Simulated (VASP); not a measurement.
Here is a VASP 6.6.1 calculation.

File INCAR:

```
ALGO = Normal
EDIFF = 1E-6
ENCUT = 520
GGA = PE
ISIF = 2
ISMEAR = 0
LASPH = T
LCHARG = F
LREAL = F
LWAVE = F
NBANDS = 12
NELM = 100
PREC = Accurate
SIGMA = 0.15
```

Contents of KPOINTS:

```
k-points
0
Gamma
  22 22 22
```

The input POSCAR:

```
Cu
1.0
    0.0000000000      1.9521000000      1.9521000000
    1.9521000000      0.0000000000      1.9521000000
    1.9521000000      1.9521000000      0.0000000000
Cu
1
Direct
    0.0000000000      0.0000000000      0.0000000000
```

Potentials or basis: VASP PAW PBE potentials, release 64 (Cu).

Launch:

```bash
$ cat potpaw_PBE.64/Cu/POTCAR > POTCAR
$ mpirun -np 1 vasp_std > vasp.out
```

Question: Estimate the pressure.

Answer: -16.9 GPa.

Caveat: the cell differs from its parent crystal (strain +0.080 along x and y, +0.080 along z).
